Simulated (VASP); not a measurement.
# BaTiO3 (Pm) in VASP: a series of runs, part 2 of 2

VASP 6.6.1. Earlier steps stand in the parts before.

## 3. Single point, PBE+U (atom 3 (O) moved by (-0.225, -0.450) A along y and z)

File INCAR:

```
PREC = Accurate
ENCUT = 520
EDIFF = 1E-6
ISMEAR = 0
SIGMA = 0.05
LREAL = F
LASPH = T
NELM = 150
ALGO = Normal
ISIF = 2
LWAVE = F
LCHARG = T
LMAXMIX = 4
LDAU = T
LDAUTYPE = 2
LDAUL = -1 2 -1
LDAUU = 0 4 0
LDAUJ = 0 0 0
LDAUPRINT = 1
GGA = PE
LELF = T
LVHAR = T
NBANDS = 28
```

File KPOINTS:

```
regular mesh
0
Gamma
  6 6 6
```

File POSCAR:

```
BaTiO3
1.0
    4.0082194129      0.0000000000      0.0000000000
    0.0000000000      2.8732814832      2.8859184405
    0.0000000000     -2.8732814832      2.8859184405
Ba Ti O
1 1 3
Direct
    0.0000000000      0.0080771898      0.0080771898
    0.5000000000      0.5197092923      0.5197092923
    0.0000000000      0.3745082062      0.4528158838
    0.5000000000      0.4938075436      0.9829991481
    0.5000000000      0.9829991481      0.4938075436
```

Potentials or basis: VASP PAW PBE potentials, release 64 (Ba_sv, Ti_sv, O).

Launch:

```
> cat potpaw_PBE.64/Ba_sv/POTCAR potpaw_PBE.64/Ti_sv/POTCAR potpaw_PBE.64/O/POTCAR > POTCAR
> mpirun -np 1 vasp_std > vasp.out
```

OUTCAR:

```text
PREC = Accurate
   ENCUT = 520
   EDIFF = 1E-6
   ISMEAR = 0
   LREAL = F
   LASPH = T
   NELM = 150
   ISIF = 2
   GGA = PE

 ion  position               nearest neighbor table
   1  0.000  0.008  0.008-   3 2.35   3 2.70   5 2.82   4 2.82   4 2.82   5 2.82   5 2.90   4 2.90
                             5 2.90   4 2.90   3 3.15   2 3.46   2 3.46   2 3.50   2 3.50   2 3.50
   2  0.500  0.520  0.520-   4 1.89   5 1.89   3 2.11   3 2.11   5 2.19   4 2.19   1 3.46   1 3.46
                             1 3.50   1 3.50   1 3.50   1 3.50   1 3.57   1 3.57
   3  0.000  0.375  0.453-   2 2.11   2 2.11   1 2.35   1 2.70   1 3.15
[... 990 lines left out ...]
  -------------------------------------------------------------------------------------
  Total        0.6308306      1.9005255      4.0381642      0.0000000     -0.6714260      0.0000000
  in kB       15.2047615     45.8079213     97.3309252      0.0000000    -16.1832226      0.0000000
  external PRESSURE =      52.7812027 kB  Pullay stress =       0.0000000 kB

 VOLUME and BASIS-vectors are now :
 -----------------------------------------------------------------------------
  energy-cutoff  :      520.00
  volume of cell :       66.47
      direct lattice vectors                 reciprocal lattice vectors
     4.008219413  0.000000000  0.000000000     0.249487340  0.000000000  0.000000000
     0.000000000  2.873281483  2.885918440     0.000000000  0.174017061  0.173255070
     0.000000000 -2.873281483  2.885918440     0.000000000 -0.174017061  0.173255070

 POSITION                                       TOTAL-FORCE (eV/Angst)
 -----------------------------------------------------------------------------------
      0.00000      0.00000      0.04662         0.000000      0.002008     -1.432481
      2.00411      0.00000      2.99968         0.000000     -0.364848     -1.400760
      0.00000     -0.22500      2.38759         0.000000      1.083784      3.632161
      2.00411     -1.40559      4.26194         0.000000      0.268594      0.053681
      2.00411      1.40559      4.26194         0.000000     -0.989538     -0.852601
 -----------------------------------------------------------------------------------
    total drift:                                0.000000     -0.000095     -0.000493

  FREE ENERGIE OF THE ION-ELECTRON SYSTEM (eV)
  ---------------------------------------------------
  free  energy   TOTEN  =       -36.4730000917 eV

  energy  without entropy=      -36.4730000917  energy(sigma->0) =      -36.47300009
```

stdout:

```text
POSCAR found type information on POSCAR BaTiO
 POSCAR found :  3 types and       5 ions
 scaLAPACK will be used
 LDA part: xc-table for (Slater+PW92), standard interpolation
 POSCAR, INCAR and KPOINTS ok, starting setup
 FFT: planning ... GRIDC
 FFT: planning ... GRID_SOFT
 FFT: planning ... GRID
 WAVECAR not read
 entering main loop
```

It took 2.3 min on 1 thread of Intel Xeon 6975P-C, shared host; peak memory 0.28 GiB.

What came out:

* Free energy: -36.4730 eV
* Pressure: 5.3 GPa
* Largest force: 3.790 eV/Å
* Band gap on the k mesh: 2.36 eV, indirect (least direct gap 2.88 eV)

Forces on the atoms (eV/Å):
```
Ba   0.000  0.002 -1.432
Ti   0.000 -0.365 -1.401
O    0.000  1.084  3.632
O    0.000  0.269  0.054
O    0.000 -0.990 -0.853
```

Stress tensor (GPa, compression positive):
```
 1.52  0.00  0.00
 0.00  4.58 -1.62
 0.00 -1.62  9.73
```

Eigenvalues of the final occupation matrices:
```csv
site,spin,trace,eigenvalues
site 2 d,1,0.80,0.10 0.12 0.12 0.21 0.24
site 2 d,2,0.80,0.10 0.12 0.12 0.21 0.24
```

Caveat: the cell differs from its parent crystal (atom 3 (O) moved by (-0.225, -0.450) A along y and z); spin-orbit coupling is left out, which moves the levels of the heavy elements; forces of over 1 eV/Å act on the atoms, so gaps and moduli don't describe the material at rest. A k mesh can miss the band edges.
